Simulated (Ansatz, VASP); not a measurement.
# Ni: VASP beside Ansatz

```
Ni
1.0
    -1.32404    1.32404    1.32404
     1.32404   -1.32404    1.32404
     1.32404    1.32404   -1.32404
Ni
1
Direct
  0.00000 0.00000 0.00000
```

Alike in both runs: task single point; functional LDA; k mesh 18 × 18 × 18; occupations fermi-dirac, width 0.05 eV; collinear spin.

```csv
,VASP,Ansatz
version,VASP 6.6.1,Ansatz 0.2.0
potentials or method,"VASP PAW LDA potentials, release 64 (Ni), cutoff 520 eV","plane waves (420 eV) with PAW, scalar-relativistic"
valence electrons in the cell,10,18
```

```tsv
	VASP	Ansatz	Ansatz less VASP
pressure (GPa)	23.7	24.0	+0.32
net moment per atom (μB)	0.00	0.00	-0.001
```

Ansatz warns that its potentials were made for another functional, while VASP's fit it. LDA's correlation is that of Perdew and Zunger in VASP and of Perdew and Wang (1992) in Ansatz. VASP's potentials hold 10 valence electrons a cell and Ansatz's 18, so a difference there can come from the potentials and not from the codes. Ansatz's warnings: seeded moment not kept.
